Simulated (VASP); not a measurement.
Write the native input for VASP 6.6.1 that does the following.

| Quantity | Value |
| --- | --- |
| Task | single point |
| Functional | PBEsol |
| Potentials or basis | VASP PAW PBE potentials, release 64 (Na_pv, La, Zr_sv, Nb_sv, O) |
| Cutoff | 520 eV |
| k mesh | 5 × 5 × 5 |
| Occupations | gaussian, width 0.1 eV |
| Spin | no spin polarisation |
| Dipole correction | no |
| Further INCAR settings | ALGO = Normal; EDIFF = 1e-06; NBANDS = 50 |

The structure of NaLaZrNbO6 lies in POSCAR:

```
NaLaZrNbO6
1.0
    0.0000000000      4.1105870000      4.1105870000
    4.1105870000      0.0000000000      4.1105870000
    4.1105870000      4.1105870000      0.0000000000
Na La Zr Nb O
1 1 1 1 6
Direct
    0.7500000000      0.7500000000      0.7500000000
    0.2500000000      0.2500000000      0.2500000000
    0.5000000000      0.5000000000      0.5000000000
    0.0000000000      0.0000000000      0.0000000000
    0.7544010000      0.2455990000      0.2455990000
    0.2455990000      0.7544010000      0.7544010000
    0.7544010000      0.7544010000      0.2455990000
    0.2455990000      0.2455990000      0.7544010000
    0.2455990000      0.7544010000      0.2455990000
    0.7544010000      0.2455990000      0.7544010000
```

One way to write it, as run:

INCAR

```
  PREC = Accurate
  ENCUT = 520
  EDIFF = 1E-6
  ISMEAR = 0
  SIGMA = 0.1
  LREAL = False
  LASPH = True
  NELM = 100
  ALGO = Normal
  ISIF = 2
  LWAVE = False
  LCHARG = True
  GGA = PS
  LELF = True
  LVHAR = True
  NBANDS = 50
```

KPOINTS

```
Automatic mesh
0
Gamma
  5 5 5
```

Potentials or basis: VASP PAW PBE potentials, release 64 (Na_pv, La, Zr_sv, Nb_sv, O).

Run with:

```console
$ cat potpaw_PBE.64/Na_pv/POTCAR potpaw_PBE.64/La/POTCAR potpaw_PBE.64/Zr_sv/POTCAR potpaw_PBE.64/Nb_sv/POTCAR potpaw_PBE.64/O/POTCAR > POTCAR
$ mpirun -np 1 vasp_std > vasp.out
```

It gave:

```
Pressure               : -8.2 GPa
Largest force          : 0.202 eV/Å
Band gap on the k mesh : zero (an odd number of electrons rules out a gap without spin polarisation)
```

Caveat: the cell stands under tension; the PAW data sets were made with another functional, which shifts forces and pressure a little; spin-orbit coupling is left out, which moves the levels of the heavy elements; an odd number of electrons without spin polarisation forces a metal; a magnetic or distorted state may lie lower.

Wall time 2.4 min on 1 thread of Intel(R) Xeon(R) Platinum 8259CL CPU @ 2.50GHz (Skylake/Cascade Lake), with other jobs on the host, peak memory 0.37 GiB.
